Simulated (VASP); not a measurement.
# Sb (R-3m) in VASP: notebook, part 2 of 2

VASP 6.6.1. The steps go on from the part before.

## (4) Single point, PBEsol

This run uses another cell than the first one, of 30.21 Å³/atom.

INCAR

```
PREC     = Accurate       # precision mode
ENCUT    = 520            # plane-wave cutoff, eV
EDIFF    = 1E-7           # SCF threshold, eV
ISMEAR   = 1              # smearing method
SIGMA    = 0.1            # smearing width, eV
LREAL    = False          # projectors in reciprocal space
LASPH    = True           # aspherical terms in the spheres
NELM     = 80             # most SCF steps
ALGO     = Normal         # electronic algorithm
ISIF     = 2              # what is computed and relaxed
LWAVE    = False          # write WAVECAR
LCHARG   = True           # write CHGCAR
GGA      = PS             # functional
LELF     = True           # ELF
LVHAR    = True         
NBANDS   = 12             # bands
```

KPOINTS

```
regular mesh
0
Gamma
  8 8 8
```

POSCAR

```
Sb
1.0
    2.1542000000      1.2437300000      3.7580000000
   -2.1542000000      1.2437300000      3.7580000000
    0.0000000000     -2.4874600000      3.7580000000
Sb
2
Direct
    0.2334900000      0.2334900000      0.2334900000
    0.7665100000      0.7665100000      0.7665100000
```

Potentials or basis: VASP PAW PBE potentials, release 64 (Sb).

Launch:

```
$ cat potpaw_PBE.64/Sb/POTCAR > POTCAR
$ mpirun -np 1 vasp_std > vasp.out
```

OUTCAR:

```text
PREC = Accurate
   ENCUT = 520
   EDIFF = 1E-7
   ISMEAR = 1
   LREAL = False
   LASPH = True
   NELM = 80
   ISIF = 2
   GGA = PS

 ion  position               nearest neighbor table
   1  0.233  0.233  0.233-   2 2.91   2 2.91   2 2.91   2 3.35   2 3.35   2 3.35
   2  0.767  0.767  0.767-   1 2.91   1 2.91   1 2.91   1 3.35   1 3.35   1 3.35

  LATTYP: Found a trigonal (rhomboedric) cell.
 ALAT       =     4.5066623962
 COS(alpha) =     0.5430245193

  Lattice vectors:

[... 548 lines left out ...]
------------------------ aborting loop because EDIFF is reached ----------------------------------------

  FORCE on cell =-STRESS in cart. coord.  units (eV):
  Direction    XX          YY          ZZ          XY          YZ          ZX
  --------------------------------------------------------------------------------------
  -------------------------------------------------------------------------------------
  Total        0.1700517      0.1700523     -0.1109246     -0.0000000     -0.0000000     -0.0000000
  in kB        4.5099464      4.5099613     -2.9418339     -0.0000000     -0.0000000     -0.0000000
  external PRESSURE =       2.0260246 kB  Pullay stress =       0.0000000 kB

 VOLUME and BASIS-vectors are now :
 -----------------------------------------------------------------------------
  energy-cutoff  :      520.00
  volume of cell :       60.41
      direct lattice vectors                 reciprocal lattice vectors
     2.154200000  1.243730000  3.758000000     0.232104726  0.134005505  0.088699663
    -2.154200000  1.243730000  3.758000000    -0.232104726  0.134005505  0.088699663
     0.000000000 -2.487460000  3.758000000     0.000000000 -0.268011010  0.088699663

 POSITION                                       TOTAL-FORCE (eV/Angst)
 -----------------------------------------------------------------------------------
      0.00000      0.00000      2.63237         0.000000      0.000000      0.144161
      0.00000      0.00000      8.64163         0.000000     -0.000000     -0.144161
 -----------------------------------------------------------------------------------
    total drift:                                0.000000     -0.000000     -0.000000

  FREE ENERGIE OF THE ION-ELECTRON SYSTEM (eV)
  ---------------------------------------------------
  free  energy   TOTEN  =        -9.1176742992 eV

  energy  without entropy=       -9.1175080832  energy(sigma->0) =       -9.11761889
```

OSZICAR:

```text
N       E                     dE             d eps       ncg     rms          rms(c)
DAV:   1     0.345031277404E+02    0.34503E+02   -0.36100E+03  1560   0.661E+02
DAV:   2    -0.714090961524E+01   -0.41644E+02   -0.40116E+02  2076   0.107E+02
DAV:   3    -0.911633574676E+01   -0.19754E+01   -0.19661E+01  1940   0.261E+01
DAV:   4    -0.913373701608E+01   -0.17401E-01   -0.17400E-01  1760   0.293E+00
DAV:   5    -0.913394979516E+01   -0.21278E-03   -0.21278E-03  1948   0.356E-01    0.289E+00
DAV:   6    -0.912385077365E+01    0.10099E-01   -0.22158E-03  1788   0.269E-01    0.174E+00
DAV:   7    -0.911762540793E+01    0.62254E-02   -0.55375E-03  1800   0.417E-01    0.533E-02
DAV:   8    -0.911766697374E+01   -0.41566E-04   -0.12174E-04  1888   0.742E-02    0.158E-02
DAV:   9    -0.911767459893E+01   -0.76252E-05   -0.11074E-05  1864   0.200E-02    0.532E-03
DAV:  10    -0.911767411733E+01    0.48160E-06   -0.63253E-07  1824   0.469E-03    0.136E-03
DAV:  11    -0.911767429585E+01   -0.17851E-06   -0.22235E-07  1760   0.237E-03    0.436E-04
DAV:  12    -0.911767429921E+01   -0.33603E-08   -0.18228E-08   996   0.796E-04
   1 F= -.91176743E+01 E0= -.91176189E+01  d E =-.166216E-03
```

stdout:

```text
POSCAR found type information on POSCAR Sb
 POSCAR found :  1 types and       2 ions
 scaLAPACK will be used
 -----------------------------------------------------------------------------
|                                                                             |
|                                                                             |
|     You enforced a specific xc type in the INCAR file but a different       |
|     I HOPE YOU KNOW WHAT YOU ARE DOING!                                     |
|                                                                             |
 -----------------------------------------------------------------------------

 LDA part: xc-table for (Slater+PW92), standard interpolation
 POSCAR, INCAR and KPOINTS ok, starting setup
 FFT: planning ... GRIDC
 FFT: planning ... GRID_SOFT
 FFT: planning ... GRID
 WAVECAR not read
 entering main loop
```

It took 77 s on 1 thread of Intel Xeon 8259CL, shared host; peak memory 0.22 GiB.

What came out:

```
Free energy            : -9.1177 eV
Pressure               : 0.2 GPa
Largest force          : 0.144 eV/Å
Band gap on the k mesh : zero (bands 5 and 6 overlap by 0.31 eV)
```

Forces on the atoms (eV/Å):
```
Sb   0.000  0.000  0.144
Sb   0.000  0.000 -0.144
```

Levels at points of the mesh, in eV from the Fermi level:
| k point | band 1 | band 2 | band 3 | band 4 | band 5 | band 6 | band 7 | band 8 | band 9 | band 10 |
| --- | --- | --- | --- | --- | --- | --- | --- | --- | --- | --- |
| (0.00, 0.00, 0.00) | -12.82 | -4.89 | -2.14 | -1.87 | -1.87 | 1.97 | 2.61 | 2.61 | 4.98 | 4.98 |
| (0.50, 0.00, 0.00) | -10.46 | -9.72 | -2.02 | -1.90 | -0.36 | -0.33 | 0.08 | 0.42 | 7.42 | 8.11 |
| (0.50, 0.50, 0.00) | -10.45 | -8.09 | -5.53 | -3.84 | -3.75 | 1.39 | 4.86 | 5.43 | 6.86 | 8.66 |
| (0.50, 0.50, 0.50) | -11.28 | -9.07 | -1.39 | -1.39 | -0.60 | 0.05 | 0.05 | 1.04 | 6.85 | 8.59 |

Caveat: the PAW data sets were made with another functional, which shifts forces and pressure a little; spin-orbit coupling is left out, which moves the levels of the heavy elements.

## (5) Single point, PBEsol

This run uses another cell than the first one, of 31.41 Å³/atom.

INCAR

```
SYSTEM = Sb
ALGO = Normal
EDIFF = 1E-7
ENCUT = 520
GGA = PS
ISIF = 2
ISMEAR = 1
LASPH = .TRUE.
LCHARG = .FALSE.
LREAL = .FALSE.
LWAVE = .FALSE.
NBANDS = 12
NELM = 80
PREC = Accurate
SIGMA = 0.1
```

KPOINTS

```
k-points
0
G
  8 8 8
  0 0 0
```

POSCAR

```
Sb
1.0
    2.1825479877      1.2600967453      3.8074530396
   -2.1825479877      1.2600967453      3.8074530396
    0.0000000000     -2.5201934906      3.8074530396
Sb
2
Direct
    0.2334900000      0.2334900000      0.2334900000
    0.7665100000      0.7665100000      0.7665100000
```

Potentials or basis: VASP PAW PBE potentials, release 64 (Sb).

Launch:

```
$ cat potpaw_PBE.64/Sb/POTCAR > POTCAR
$ mpirun -np 1 vasp_std > vasp.out
```

OUTCAR:

```text
SYSTEM = Sb
   EDIFF = 1E-7
   ENCUT = 520
   GGA = PS
   ISIF = 2
   ISMEAR = 1
   LASPH = .TRUE.
   LREAL = .FALSE.
   NELM = 80
   PREC = Accurate

 ion  position               nearest neighbor table
   1  0.233  0.233  0.233-   2 2.95   2 2.95   2 2.95   2 3.40   2 3.40   2 3.40
   2  0.767  0.767  0.767-   1 2.95   1 2.95   1 2.95   1 3.40   1 3.40   1 3.40

  LATTYP: Found a trigonal (rhomboedric) cell.
 ALAT       =     4.5659673865
 COS(alpha) =     0.5430245194

  Lattice vectors:

 A1 = (   2.1825479877,   1.2600967453,   3.8074530396)
 A2 = (  -2.1825479877,   1.2600967453,   3.8074530396)
 A3 = (   0.0000000000,  -2.5201934906,   3.8074530396)

Analysis of symmetry for initial positions (statically):
=====================================================================
 Subroutine PRICEL returns:
 Original cell was already a primitive cell.

 Routine SETGRP: Setting up the symmetry group for a
 trigonal (rhombohedral) supercell.

 Subroutine GETGRP returns: Found 12 space group operations
 (whereof 12 operations were pure point group operations)
[... 176 lines left out ...]
      3       4.6897      2.00000
      4       4.9366      2.00000
      5       4.9366      2.00000
      6       8.6855     -0.00000
      7       9.2767      0.00000
      8       9.2768      0.00000
      9      11.7448      0.00000
     10      11.7448      0.00000
     11      11.8665      0.00000
     12      13.2179      0.00000
[... 331 lines left out ...]
 k-point    24 :       0.3750    0.1250    0.1250
  band No.  band energies     occupation
      1      -4.8272      2.00000
      2      -0.8531      2.00000
      3       3.4350      2.00000
      4       5.1939      2.00000
      5       6.6920      1.20729
      6       6.7814      0.03600
      7       7.3357     -0.00000
      8       9.5925      0.00000
      9      11.6137      0.00000
     10      12.6101      0.00000
     11      13.7863      0.00000
     12      15.4205      0.00000

 [... further k-points ...]

------------------------ aborting loop because EDIFF is reached ----------------------------------------

  FORCE on cell =-STRESS in cart. coord.  units (eV):
  Direction    XX          YY          ZZ          XY          YZ          ZX
  --------------------------------------------------------------------------------------
  -------------------------------------------------------------------------------------
  Total       -0.7113559     -0.7113582     -0.8158461      0.0000000      0.0000000      0.0000000
  in kB      -18.1402807    -18.1403405    -20.8048844      0.0000000      0.0000000      0.0000000
  external PRESSURE =     -19.0285018 kB  Pullay stress =       0.0000000 kB

 VOLUME and BASIS-vectors are now :
 -----------------------------------------------------------------------------
  energy-cutoff  :      520.00
  volume of cell :       62.83
      direct lattice vectors                 reciprocal lattice vectors
     2.182547988  1.260096745  3.807453040     0.229090037  0.132264977  0.087547589
    -2.182547988  1.260096745  3.807453040    -0.229090037  0.132264977  0.087547589
     0.000000000 -2.520193491  3.807453040     0.000000000 -0.264529953  0.087547589

 POSITION                                       TOTAL-FORCE (eV/Angst)
 -----------------------------------------------------------------------------------
      0.00000      0.00000      2.66701         0.000000      0.000000     -0.057408
      0.00000      0.00000      8.75535         0.000000     -0.000000      0.057408
 -----------------------------------------------------------------------------------
    total drift:                                0.000000     -0.000000     -0.000000

  FREE ENERGIE OF THE ION-ELECTRON SYSTEM (eV)
  ---------------------------------------------------
  free  energy   TOTEN  =        -9.1042901256 eV

  energy  without entropy=       -9.1041691072  energy(sigma->0) =       -9.10424979
```

Run time: 70 s. Hardware: 1 thread of Intel Xeon 8259CL, shared host; peak memory 0.22 GiB.

What came out:

* Free energy: -9.1043 eV
* Pressure: -1.9 GPa
* Largest force: 0.057 eV/Å
* Band gap on the k mesh: zero (bands 5 and 6 overlap by 0.30 eV)

Forces in eV/Å, atoms in the order of the input:
```
Sb   0.000  0.000 -0.057
Sb   0.000  0.000  0.057
```

Stress tensor (GPa, compression positive):
```
-1.81  0.00  0.00
 0.00 -1.81  0.00
 0.00  0.00 -2.08
```

Caveat: the PAW data sets were made with another functional, which shifts forces and pressure a little; spin-orbit coupling is left out, which moves the levels of the heavy elements.

## (6) Single point, PBEsol

This run uses another cell than the first one, of 32.62 Å³/atom.

INCAR

```
PREC = Accurate ; ENCUT = 520
EDIFF = 1E-7 ; ISMEAR = 1
SIGMA = 0.1 ; LREAL = F
LASPH = T ; NELM = 100
ALGO = Normal ; ISIF = 2
LWAVE = F ; LCHARG = F
GGA = PS ; NBANDS = 12
```

KPOINTS

```
regular mesh
0
Gamma
  8 8 8
```

POSCAR

```
Sb
1.0
    2.2101781106      1.2760490305      3.8556537646
   -2.2101781106      1.2760490305      3.8556537646
    0.0000000000     -2.5520980610      3.8556537646
Sb
2
Direct
    0.2334900000      0.2334900000      0.2334900000
    0.7665100000      0.7665100000      0.7665100000
```

Potentials or basis: VASP PAW PBE potentials, release 64 (Sb).

Launch:

```
$ cat potpaw_PBE.64/Sb/POTCAR > POTCAR
$ mpirun -np 1 vasp_std > vasp.out
```

Run time: 65 s. Hardware: 1 thread of Intel Xeon 8259CL, shared host; peak memory 0.23 GiB.

Results (log left out):

```yaml
Free_energy: -9.0624 eV
Pressure: -3.6 GPa
Largest_force: 0.227 eV/Å
Band_gap_on_the_k_mesh: zero (bands 5 and 6 overlap by 0.27 eV)
```

Forces on the atoms (eV/Å):
```
Sb   0.000  0.000 -0.227
Sb   0.000  0.000  0.227
```

Stress tensor (GPa, compression positive):
```
-3.66  0.00  0.00
 0.00 -3.66  0.00
 0.00  0.00 -3.49
```

Levels at points of the mesh, in eV from the Fermi level:
```csv
k point,band 3,band 4,band 5,band 6,band 7,band 8
"(0.00, 0.00, 0.00)",-1.88,-1.66,-1.66,2.00,2.55,2.55
"(0.50, 0.00, 0.00)",-1.78,-1.68,-0.30,-0.28,0.18,0.54
"(0.50, 0.50, 0.00)",-5.04,-3.43,-3.35,1.68,4.52,5.13
"(0.50, 0.50, 0.50)",-1.20,-1.20,-0.63,0.19,0.19,0.93
```

Caveat: the cell stands under tension; the PAW data sets were made with another functional, which shifts forces and pressure a little; spin-orbit coupling is left out, which moves the levels of the heavy elements.

## (7) Summary

| cell | gap on the mesh (eV) | pressure (GPa) | largest force (eV/Å) |
| --- | --- | --- | --- |
| a = 4.383 Å, angles 57.1°, 2 atoms | none | 6.2 | 0.65 |
| a = 4.446 Å, angles 57.1°, 2 atoms | none | 2.8 | 0.38 |
| a = 4.507 Å, angles 57.1°, 2 atoms | none | 0.2 | 0.14 |
| a = 4.566 Å, angles 57.1°, 2 atoms | none | -1.9 | 0.06 |
| a = 4.624 Å, angles 57.1°, 2 atoms | none | -3.6 | 0.23 |

Alike in all rows: task single point; level PBEsol; potentials or basis VASP PAW PBE potentials, release 64 (Sb); no spin polarisation; k mesh 8 × 8 × 8; cutoff (eV) 520; smearing methfessel-paxton 0.1 eV.

Caveats: the PAW data sets were made with another functional, which shifts forces and pressure a little; spin-orbit coupling is left out, which moves the levels of the heavy elements; the cell stands under pressure (at least some runs); the cell stands under tension (at least some runs).

Total energies depend on the potentials used, so only differences within one code and one set of settings carry meaning.
